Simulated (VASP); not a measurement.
Input of a VASP 6.6.1 run:

Contents of INCAR:

```
PREC = Accurate ; ENCUT = 520
EDIFF = 1E-6 ; ISMEAR = 0
SIGMA = 0.1 ; LREAL = False
LASPH = True ; NELM = 60
ALGO = Normal ; ISIF = 2
LWAVE = False ; LCHARG = False
GGA = PE ; NBANDS = 23
```

KPOINTS

```
regular mesh
0
Gamma
  10 10 14
```

The input POSCAR:

```
Y2SiC
1.0
    4.9080175644      0.0000000000      0.0000000000
    0.0000000000      4.9080175644      0.0000000000
    0.0000000000      0.0000000000      3.6064824587
Y Si C
2 1 1
Direct
    0.5000000000      0.0000000000      0.0000000000
    0.0000000000      0.5000000000      0.0000000000
    0.5000000000      0.5000000000      0.5000000000
    0.0000000000      0.0000000000      0.0000000000
```

Potentials or basis: VASP PAW PBE potentials, release 64 (Y_sv, Si, C).

Run with:

```bash
$ cat potpaw_PBE.64/Y_sv/POTCAR potpaw_PBE.64/Si/POTCAR potpaw_PBE.64/C/POTCAR > POTCAR
$ mpirun -np 1 vasp_std > vasp.out
```

Q: Predict the band gap on the k mesh.

A: Zero (band 15 reaches 4.43 eV, above the bottom of band 16 at 2.66 eV).

Q: Predict the pressure.

A: -0.1 GPa.
